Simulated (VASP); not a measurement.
# ZnS (R3m) in VASP: further runs

The runs below take ZnS through single point, with PBE.

Everything below comes from runs of VASP 6.6.1. Logs are shortened: lines on timing, memory, paths and dates and some standing lists are left out, and cuts for length are marked.

## (1) The cell of the first run

The structure is trigonal, space group R3m (No. 160). The conventional cell has a = 3.846 Å, b = 3.846 Å, c = 28.345 Å, α = 90.00°, β = 90.00°, γ = 120.00°. Within 3.1 Å of Zn (site symmetry 3m) lie 4 S at 2.36 Å. Zn (site symmetry 3m) has 4 S at 2.36 Å within 3.1 Å. Within 3.1 Å of Zn (site symmetry 3m) lie 4 S at 2.36 Å. S (site symmetry 3m) has 4 Zn at 2.36 Å within 3.1 Å. S (site symmetry 3m) has 4 Zn at 2.36 Å within 3.1 Å. Within 3.1 Å of S (site symmetry 3m) lie 4 Zn at 2.36 Å.

## (2) Single point, PBE

File INCAR:

```
PREC = Accurate
ENCUT = 520
EDIFF = 1E-6
ISMEAR = 0
SIGMA = 0.01
LREAL = False
LASPH = True
NELM = 80
ALGO = Normal
ISIF = 2
LWAVE = False
LCHARG = False
GGA = PE
NBANDS = 36
```

File KPOINTS:

```
Automatic mesh
0
Gamma
  12 12 12
```

File POSCAR:

```
ZnS
1.0
    1.9232129056      1.1103674905      9.4482696431
   -1.9232129056      1.1103674905      9.4482696431
    0.0000000000     -2.2207349759      9.4482696437
Zn S
3 3
Direct
    0.0000316055      0.0000316055      0.0000316055
    0.7777402960      0.7777402960      0.7777402960
    0.5554622926      0.5554622926      0.5554622926
    0.9167070812      0.9167070812      0.9167070812
    0.4721541945      0.4721541945      0.4721541945
    0.6945785304      0.6945785304      0.6945785304
```

Potentials or basis: VASP PAW PBE potentials, release 64 (Zn, S).

On the command line:

```console
$ cat potpaw_PBE.64/Zn/POTCAR potpaw_PBE.64/S/POTCAR > POTCAR
$ mpirun -np 1 vasp_std > vasp.out
```

OUTCAR:

```text
PREC = Accurate
   ENCUT = 520
   EDIFF = 1E-6
   ISMEAR = 0
   LREAL = False
   LASPH = True
   NELM = 80
   ISIF = 2
   GGA = PE

 ion  position               nearest neighbor table
   1  0.000  0.000  0.000-   6 2.36   6 2.36   6 2.36   4 2.36
   2  0.778  0.778  0.778-   5 2.36   5 2.36   5 2.36   6 2.36
   3  0.555  0.555  0.555-   4 2.36   4 2.36   4 2.36   5 2.36
   4  0.917  0.917  0.917-   3 2.36   3 2.36   3 2.36   1 2.36
   5  0.472  0.472  0.472-   2 2.36   2 2.36   2 2.36   3 2.36
   6  0.695  0.695  0.695-   1 2.36   1 2.36   1 2.36   2 2.36

  LATTYP: Found a trigonal (rhomboedric) cell.
 ALAT       =     9.7057438197
 COS(alpha) =     0.9214715407

  Lattice vectors:

 A1 = (   1.9232129056,   1.1103674905,   9.4482696431)
 A2 = (  -1.9232129056,   1.1103674905,   9.4482696431)
 A3 = (   0.0000000000,  -2.2207349759,   9.4482696437)

Analysis of symmetry for initial positions (statically):
=====================================================================
 Subroutine PRICEL returns:
 Original cell was already a primitive cell.

 Routine SETGRP: Setting up the symmetry group for a
 trigonal (rhombohedral) supercell.

 Subroutine GETGRP returns: Found  6 space group operations
 (whereof  6 operations were pure point group operations)
 out of a pool of 12 trial point group operations.

The static configuration has the point symmetry C_3v.

Analysis of symmetry for dynamics (positions and initial velocities):
=====================================================================
 Subroutine PRICEL returns:
 Original cell was already a primitive cell.

 Routine SETGRP: Setting up the symmetry group for a
 trigonal (rhombohedral) supercell.

 Subroutine GETGRP returns: Found  6 space group operations
 (whereof  6 operations were pure point group operations)
 out of a pool of 12 trial point group operations.

The dynamic configuration has the point symmetry C_3v.

 Subroutine INISYM returns: Found  6 space group operations
 (whereof  6 operations are pure point group operations),
 and found     1 'primitive' translations

----------------------------------------------------------------------------------------

                                     Primitive cell

  volume of cell :     121.0592

  direct lattice vectors                    reciprocal lattice vectors
     1.923212906  1.110367491  9.448269643     0.259981616  0.150100456  0.035279829
    -1.923212906  1.110367491  9.448269643    -0.259981616  0.150100456  0.035279829
     0.000000000 -2.220734976  9.448269644     0.000000000 -0.300200912  0.035279829

  length of vectors
     9.705743820  9.705743820  9.705743820     0.302266859  0.302266859  0.302266859

  position of ions in fractional coordinates (direct lattice)
     0.000031605  0.000031605  0.000031605
     0.777740296  0.777740296  0.777740296
     0.555462293  0.555462293  0.555462293
     0.916707081  0.916707081  0.916707081
     0.472154194  0.472154194  0.472154194
     0.694578530  0.694578530  0.694578530

  ion indices of the primitive-cell ions
   primitive index   ion index
                 1           1
                 2           2
                 3           3
                 4           4
                 5           5
                 6           6

----------------------------------------------------------------------------------------

 KPOINTS: Automatic mesh

Automatic generation of k-mesh.
 Grid dimensions read from file:
 generate k-points for:   12   12   12

 Generating k-lattice:

  Cartesian coordinates                     Fractional coordinates (reciprocal lattice)
     0.021665135  0.012508371  0.002939986     0.083333333 -0.000000000 -0.000000000
    -0.021665135  0.012508371  0.002939986    -0.000000000  0.083333333 -0.000000000
     0.000000000 -0.025016743  0.002939986     0.000000000  0.000000000  0.083333333

  Length of vectors
     0.025188905  0.025188905  0.025188905

  Shift w.r.t. Gamma in fractional coordinates (k-lattice)
     0.000000000  0.000000000  0.000000000

 Subroutine IBZKPT returns following result:
 ===========================================

 Found    189 irreducible k-points:

 Following reciprocal coordinates:
            Coordinates               Weight
  0.000000  0.000000  0.000000      1.000000
  0.083333  0.000000  0.000000      6.000000
  0.166667  0.000000  0.000000      6.000000
  0.250000  0.000000  0.000000      6.000000
  0.333333 -0.000000  0.000000      6.000000
  0.416667 -0.000000  0.000000      6.000000
[... 16 lines left out ...]
  0.500000  0.166667  0.000000     12.000000
 -0.416667  0.166667  0.000000     12.000000
 [... further k-points ...]
   k-points           NKPTS =    189   k-points in BZ     NKDIM =    189   number of bands    NBANDS=     36
   number of dos      NEDOS =    301   number of ions     NIONS =      6
   total plane-waves  NPLWV = 373248
   dimension x,y,z NGX =    72 NGY =   72 NGZ =   72
   dimension x,y,z NGXF=   144 NGYF=  144 NGZF=  144
   ions per type =               3   3
   NGX,Y,Z   is equivalent  to a cutoff of  12.33, 12.33, 12.33 a.u.
   NGXF,Y,Z  is equivalent  to a cutoff of  24.67, 24.67, 24.67 a.u.
 SYSTEM =  unknown system
   PREC   = accura    normal or accurate (medium, high low for compatibility)
   ISTART =      0    job   : 0-new  1-cont  2-samecut
   ICHARG =      2    charge: 1-file 2-atom 10-const
   ISPIN  =      1    spin polarized calculation?
   LNONCOLLINEAR =      F non collinear calculations
   LSORBIT =      F    spin-orbit coupling
   LASPH  =      T    aspherical Exc in radial PAW
   ENCUT  =  520.0 eV  38.22 Ry    6.18 a.u.  18.05 18.05 18.05*2*pi/ulx,y,z
   NELM   =     80;   NELMIN=  2; NELMDL= -5     # of ELM steps
   EDIFF  = 0.1E-05   stopping-criterion for ELM
   LREAL  =      F    real-space projection
   EDIFFG = 0.1E-04   stopping-criterion for IOM
   NSW    =      0    number of steps for IOM
   IBRION =     -1    ionic relax: 0-MD 1-quasi-New 2-CG
   NFREE  =      0    steps in history (QN), initial steepest desc. (CG)
   ISIF   =      2    stress and relaxation
   ISYM   =      2    0-nonsym 1-usesym 2-fastsym
   POTIM  = 0.5000    time-step for ionic-motion
   TEBEG  =    0.0;   TEEND  =   0.0 temperature during run
   PSTRESS=    0.0 pullay stress
   NELECT =      54.0000    total number of electrons
   NUPDOWN=      -1.0000    fix difference up-down
   EMIN   =  10.00;   EMAX   =-10.00  energy-range for DOS
   EFERMI =   0.00;   METHOD = LEGACY
   ISMEAR =     0;   SIGMA  =   0.01  broadening in eV -4-tet -1-fermi 0-gaus
   EFERMI_NEDOS =   21; number of points for ismear=-14 and -15
   IALGO  =     38    algorithm
   IMIX   =      4    mixing-type and parameters
     AMIX     =   0.40;   BMIX     =  1.00
     AMIX_MAG =   1.60;   BMIX_MAG =  1.00
  volume/ion in A,a.u.               =      20.18       136.16
  Fermi-wavevector in a.u.,A,eV,Ry     =   1.250855  2.363773 21.288186  1.564638
  Thomas-Fermi vector in A             =   2.384829
   LORBIT       =      0    0 simple, 1 ext, 2 COOP (PROOUT), +10 PAW based schemes
   GGA     = PE    functional components
   LHFCALC =     F    Hartree Fock is set to
   AEXX    =    0.0000 exact exchange contribution
   IVDW    =     0    specifies the selected vdW correction
   LEPSILON=     F    determine dielectric tensor
   LRPA    =     F    only Hartree local field effects (RPA)
 non-spin polarized calculation
 Gauss-broadening in eV      SIGMA  =   0.01
  energy-cutoff  :      520.00
  volume of cell :      121.06
 maximum number of plane-waves:      3287
   NGX = 37   NGY = 37   NGZ = 37

 number of electron      54.0000002 magnetization

 Free energy of the ion-electron system (eV)
  ---------------------------------------------------
  ext. energy  EPLUGINS =         0.00000000
  ---------------------------------------------------
  free energy    TOTEN  =       -20.54708111 eV

  energy without entropy =      -20.54708111  energy(sigma->0) =      -20.54708111

 E-fermi :   1.9609     XC(G=0):  -9.5203

 val. band max:        1.9113249468   @ k =   0.0000   0.0000   0.0000
 cond. band min:       3.9718649108   @ k =   0.0000   0.0000   0.0000
 fundamental gap:      2.0605399639
 Fermi energy:         1.9609181798

 k-point     1 :       0.0000    0.0000    0.0000
  band No.  band energies     occupation
      1     -11.0912      2.00000
      2     -10.4592      2.00000
      3     -10.4505      2.00000
      4      -4.3442      2.00000
      5      -4.3370      2.00000
      6      -4.3370      2.00000
[... 28 lines left out ...]
     35       8.8436      0.00000
     36       9.2404      0.00000

 k-point     2 :       0.0833    0.0000    0.0000
  band No.  band energies     occupation
      1     -11.0453      2.00000
      2     -10.4468      2.00000
      3     -10.3992      2.00000
      4      -4.3413      2.00000
      5      -4.3334      2.00000
      6      -4.3279      2.00000
[... 28 lines left out ...]
     35       8.9125      0.00000
     36       9.0463      0.00000

 k-point     3 :       0.1667    0.0000    0.0000
  band No.  band energies     occupation
      1     -10.9143      2.00000
      2     -10.3771      2.00000
      3     -10.2925      2.00000
      4      -4.3448      2.00000
      5      -4.3148      2.00000
      6      -4.3040      2.00000
[... 28 lines left out ...]
     35       8.8906      0.00000
     36       9.5562      0.00000
[... 742 lines left out ...]
 k-point    23 :       0.5000    0.1667    0.0000
  band No.  band energies     occupation
      1     -10.2136      2.00000
      2     -10.0324      2.00000
      3      -9.9353      2.00000
      4      -4.2812      2.00000
      5      -4.2749      2.00000
      6      -4.2221      2.00000
[... 28 lines left out ...]
     35       9.8635      0.00000
     36      10.0545      0.00000

 k-point    24 :      -0.4167    0.1667    0.0000
  band No.  band energies     occupation
      1     -10.1354      2.00000
      2      -9.9796      2.00000
      3      -9.9463      2.00000
      4      -4.2863      2.00000
      5      -4.2648      2.00000
      6      -4.2124      2.00000
[... 28 lines left out ...]
     35       9.9348      0.00000
     36      10.4144      0.00000

 [... further k-points ...]
[... 5 lines left out ...]
  --------------------------------------------------------------------------------------
  -------------------------------------------------------------------------------------
  Total        0.1101566      0.1101566      0.1197187      0.0000000      0.0000000      0.0000000
  in kB        1.4578856      1.4578856      1.5844372      0.0000000      0.0000000      0.0000000
  external PRESSURE =       1.5000694 kB  Pullay stress =       0.0000000 kB

 VOLUME and BASIS-vectors are now :
 -----------------------------------------------------------------------------
  energy-cutoff  :      520.00
  volume of cell :      121.06
      direct lattice vectors                 reciprocal lattice vectors
     1.923212906  1.110367491  9.448269643     0.259981616  0.150100456  0.035279829
    -1.923212906  1.110367491  9.448269643    -0.259981616  0.150100456  0.035279829
     0.000000000 -2.220734976  9.448269644     0.000000000 -0.300200912  0.035279829

 POSITION                                       TOTAL-FORCE (eV/Angst)
 -----------------------------------------------------------------------------------
      0.00000      0.00000      0.00090         0.000000     -0.000000     -0.000752
      0.00000      0.00000     22.04490         0.000000     -0.000000     -0.000250
      0.00000      0.00000     15.74447         0.000000     -0.000000     -0.000758
      0.00000      0.00000     25.98389         0.000000      0.000000      0.000674
      0.00000      0.00000     13.38312         0.000000      0.000000      0.000747
      0.00000      0.00000     19.68770         0.000000      0.000000      0.000340
 -----------------------------------------------------------------------------------
    total drift:                                0.000000     -0.000000     -0.000147

  FREE ENERGIE OF THE ION-ELECTRON SYSTEM (eV)
  ---------------------------------------------------
  free  energy   TOTEN  =       -20.5470811112 eV

  energy  without entropy=      -20.5470811112  energy(sigma->0) =      -20.54708111
```

It took 34 min on 1 thread of Intel Xeon 6975P-C (Granite Rapids), shared host; peak memory 1.1 GiB.

What came out:

```
Free energy            : -20.5471 eV
Pressure               : 0.2 GPa
Band gap on the k mesh : 2.06 eV
```

A k mesh can miss the band edges.

## (3) Single point, PBE

File INCAR:

```
  PREC = Accurate
  ENCUT = 520
  EDIFF = 1E-6
  ISMEAR = 0
  SIGMA = 0.02
  LREAL = F
  LASPH = T
  NELM = 80
  ALGO = Normal
  ISIF = 2
  LWAVE = F
  LCHARG = F
  GGA = PE
  NBANDS = 36
```

File KPOINTS:

```
regular mesh
0
Gamma
  12 12 12
```

File POSCAR:

```
ZnS
1.0
    1.9231070198      1.1103063572      9.4492380393
   -1.9231070198      1.1103063572      9.4492380393
    0.0000000000     -2.2206127094      9.4492380399
Zn S
3 3
Direct
    0.0000337515      0.0000337515      0.0000337515
    0.7777459705      0.7777459705      0.7777459705
    0.5554676347      0.5554676347      0.5554676347
    0.9167049405      0.9167049405      0.9167049405
    0.4721473926      0.4721473926      0.4721473926
    0.6945743103      0.6945743103      0.6945743103
```

Potentials or basis: VASP PAW PBE potentials, release 64 (Zn, S).

On the command line:

```console
$ cat potpaw_PBE.64/Zn/POTCAR potpaw_PBE.64/S/POTCAR > POTCAR
$ mpirun -np 1 vasp_std > vasp.out
```

It took 36 min on 1 thread of Intel Xeon 6975P-C (Granite Rapids), shared host; peak memory 1.1 GiB.

The run converged. Its results:

| Quantity | Value |
| --- | --- |
| Free energy | -20.5471 eV |
| Pressure | 0.1 GPa |
| Largest force | 0.004 eV/Å |
| Band gap on the k mesh | 2.06 eV |

Forces on the atoms (eV/Å):
```
Zn   0.000  0.000 -0.002
Zn   0.000  0.000 -0.003
Zn   0.000  0.000 -0.003
S    0.000  0.000  0.002
S    0.000  0.000  0.004
S    0.000  0.000  0.002
```

Levels at points of the mesh, in eV from the valence-band top:
| k point | band 24 | band 25 | band 26 | band 27 | band 28 | band 29 | band 30 | band 31 |
| --- | --- | --- | --- | --- | --- | --- | --- | --- |
| (0.00, 0.00, 0.00) | -0.65 | -0.05 | 0.00 | 0.00 | 2.06 | 3.26 | 3.41 | 6.35 |
| (0.50, 0.00, 0.00) | -1.85 | -1.84 | -1.23 | -0.84 | 3.34 | 3.89 | 4.05 | 4.86 |
| (0.50, 0.50, 0.00) | -1.79 | -1.22 | -1.21 | -1.21 | 3.33 | 3.67 | 4.24 | 4.92 |
| (0.50, 0.50, 0.50) | -0.24 | -0.24 | -0.23 | -0.23 | 3.12 | 3.18 | 3.31 | 6.25 |
